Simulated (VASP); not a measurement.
Runs of VASP 6.6.1 on GaN. The structure is that of space group F-43m (No. 216), or close to it. The cells are those of the table. 

```tsv
task	level	potentials or basis	cell	cutoff (eV)	smearing	second run	gap on the mesh (eV)	pressure (GPa)
single point	PBE	VASP PAW PBE potentials, release 64 (Ga_d, N)	a = 3.187 Å, angles 60.0°, 2 atoms	520	gaussian 0.014 eV	-	1.72	5.1
single point	r2SCAN+D3(BJ)	VASP PAW PBE potentials, release 64 (Ga_d, N)	a = 3.144 Å, angles 60.0°, 2 atoms	520	fermi-dirac 0.05 eV	-	(a)	6.7
single point	BLYP	VASP PAW PBE potentials, release 64 (Ga_d, N)	a = 3.253 Å, angles 60.0°, 2 atoms	520	fermi-dirac 0.05 eV	-	1.40	0.9
relaxation of cell and atoms	PBEsol	VASP PAW PBE potentials, release 64 (Ga_d, N)	relaxed from a = 3.187 Å, angles 60.0°, 2 atoms	600	fermi-dirac 0.05 eV	-	1.73	-0.1
single point	revPBE+D4	VASP PAW PBE potentials, release 64 (Ga_d, N)	a = 3.166 Å, angles 60.0°, 2 atoms	520	fermi-dirac 0.05 eV	-	1.89	0.0
dielectric tensor	LDA	VASP PAW LDA potentials, release 64 (Ga_d, N)	a = 3.187 Å, angles 60.0°, 2 atoms	520	gaussian 0.01 eV	-	(c)	-
single point	RPBE	VASP PAW PBE potentials, release 64 (Ga_d, N)	a = 3.240 Å, angles 60.0°, 2 atoms	520	fermi-dirac 0.05 eV	-	(b)	0.1
single point	PBE	VASP PAW PBE potentials, release 64 (Ga_d, N)	a = 3.187 Å, angles 60.0°, 2 atoms	520	gaussian 0.013 eV	-	1.72	5.1
relaxation of cell and atoms	PBEsol	VASP PAW PBE potentials, release 64 (Ga_d, N)	relaxed to 2 GPa from a = 3.187 Å, angles 60.0°, 2 atoms	600	fermi-dirac 0.05 eV	-	1.80	2.1
single point	PBE	VASP PAW PBE potentials, release 64 (Ga_d, N)	a = 3.187 Å, angles 60.0°, 2 atoms	520	gaussian 0.025 eV	-	1.72	5.1
single point	PBEsol+D3(BJ)	VASP PAW PBE potentials, release 64 (Ga_d, N)	a = 3.187 Å, angles 60.0°, 2 atoms	520	fermi-dirac 0.05 eV	-	1.68	-4.4
single point	r2SCAN	VASP PAW PBE potentials, release 64 (Ga_d, N_h)	a = 3.166 Å, angles 60.0°, 2 atoms	910	fermi-dirac 0.05 eV	hard_potentials	2.25	3.9
```

Alike in all rows: no spin polarisation; k mesh 10 × 10 × 10.

Estimate the missing entries.

(a) 2.39; (b) 1.46; (c) 1.75.

Caveats: the PAW data sets were made with another functional, which shifts forces and pressure a little (some runs); the cell is relaxed towards a set pressure, so the enthalpy falls and the energy may rise (some runs); the cutoff is under 1.25 times the usual one of these potentials, so pressure, stress and relaxed cells hold a basis-set (Pulay) error (some runs).

A k mesh can miss the band edges, and the runs leave out spin-orbit coupling on Ga.
